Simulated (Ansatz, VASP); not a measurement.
## One calculation of HC12, two programs

```xyz
26
Lattice="4.8893 0.0000 0.0000 -2.4446 6.7739 0.0000 0.0000 0.0000 22.7684" Properties=species:S:1:pos:R:3 pbc="T T T"
C     1.2223    2.0604    4.0000
C     0.0000    5.4473    4.0000
C     3.6669    2.0604    4.0000
C     2.4446    5.4473    4.0000
C     0.0000    2.2089    4.6899
C    -1.2223    5.5958    4.6899
C     2.4446    2.2089    4.6899
C     1.2223    5.5958    4.6899
C     0.0000    2.5015    6.0706
C    -1.2223    5.8884    6.0706
C     2.4446    2.5015    6.0706
C     1.2223    5.8884    6.0706
C     1.2223    2.6576    6.7406
C     0.0000    6.0446    6.7406
C     3.6669    2.6576    6.7406
C     2.4446    6.0446    6.7406
C     1.2223    3.0017    8.1764
C     0.0000    6.3887    8.1764
C     3.6669    3.0017    8.1764
C     2.4446    6.3887    8.1764
C     0.0000    3.1526    8.7684
C    -1.2223    6.5396    8.7684
C     2.4446    3.1526    8.7684
C     1.2223    6.5396    8.7684
H    -0.8430    5.4884    9.8584
H    -1.6017    7.5907    9.8584
```

Alike in both runs: task single point; functional LDA; k mesh 6 × 4 × 1; occupations gaussian, width 0.05 eV; no spin polarisation.

|  | VASP | Ansatz |
| --- | --- | --- |
| version | VASP 6.6.1 | Ansatz 0.2.0 |
| potentials or method | VASP PAW LDA potentials, release 64 (C, H), cutoff 520 eV | scalar-relativistic, plane waves, PAW |
| valence electrons in the cell | 98 | 98 |

```tsv
	VASP	Ansatz	Ansatz less VASP
gap on the k mesh at the Fermi level (eV)	0.01	0.01	0.000
least direct gap on the mesh (eV)	0.04	0.04	0.000
rms of the force components (eV/Å)	1.558	1.562	+0.0040
```

Ansatz warns that its potentials were made for another functional, while VASP's fit it. LDA's correlation is that of Perdew and Zunger in VASP and of Perdew and Wang (1992) in Ansatz. Atom by atom the forces differ by 0.022 eV/Å (rms over components).
